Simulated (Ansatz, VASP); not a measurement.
**ZrC: VASP beside Ansatz**

INCAR

```
  PREC = Accurate
  ENCUT = 520
  EDIFF = 1E-6
  ISMEAR = 0
  SIGMA = 0.05
  LREAL = F
  LASPH = T
  NELM = 80
  ALGO = Fast
  ISIF = 2
  LWAVE = F
  LCHARG = F
  GGA = PE
  NBANDS = 24
```

KPOINTS

```
regular mesh
0
Gamma
  8 8 12
```

Contents of POSCAR:

```
ZrC
1.0
    4.2702557583     -0.0145868932     -0.0676761300
   -0.0145868932      4.2437394146     -0.0545065338
   -0.0496473680     -0.0399861213      3.1631921460
Zr C
2 2
Direct
    0.5261353129      0.0726167435      0.1745840170
   -0.0225567302      0.4941939545      0.7123567527
    0.0059817782     -0.0307752492      0.0568477462
    0.4904396390      0.4639645512      0.0562114840
```

Input for Ansatz:

```yaml
crystal:
  lattice:
    - [4.2702557583, -0.0145868932, -0.06767613]
    - [-0.0145868932, 4.2437394146, -0.0545065338]
    - [-0.049647368, -0.0399861213, 3.163192146]
  atoms:
    - { symbol: Zr, position: [0.5261353129, 0.0726167435, 0.174584017] }
    - { symbol: Zr, position: [-0.0225567302, 0.4941939545, 0.7123567527] }
    - { symbol: C, position: [0.0059817782, -0.0307752492, 0.0568477462] }
    - { symbol: C, position: [0.490439639, 0.4639645512, 0.056211484] }
basis:
  ecutwfc: 420
  ecutrho_ratio: 4
kpoints:
  mp_grid: { grid: [8, 8, 12] }
hamiltonian:
  xc: pbe
scf:
  occupations: { method: gaussian, width: 0.05 }
output:
  forces: true
  stress: true
  eigenvalues: true
```

Change from the starting cell: all atoms moved at random (sigma 0.15 Å), cell strained at random (1 %).

Alike in both runs: task single point; functional PBE; k mesh 8 × 8 × 12; occupations gaussian, width 0.05 eV; no spin polarisation.

|  | VASP | Ansatz |
| --- | --- | --- |
| version | VASP 6.6.1 | Ansatz 0.2.0 |
| potentials or method | VASP PAW PBE potentials, release 64 (Zr_sv, C), cutoff 520 eV | scalar-relativistic, plane waves, PAW |
| valence electrons in the cell | 32 | 32 |

|  | VASP | Ansatz | Ansatz less VASP |
| --- | --- | --- | --- |
| gap on the k mesh at the Fermi level (eV) | none | none | - |
| pressure (GPa) | 15.0 | 14.6 | -0.34 |
| traceless stress, the component that is largest in VASP (GPa) | 22.60 | 22.16 | -0.434 |
| rms of the force components (eV/Å) | 5.113 | 5.050 | -0.0624 |

Atom by atom the forces differ by 0.065 eV/Å (rms over components). A gap of «none» marks a metal or a gap that the smearing closes. The functional is the same, so the differences come from potentials, cutoffs and numerics.
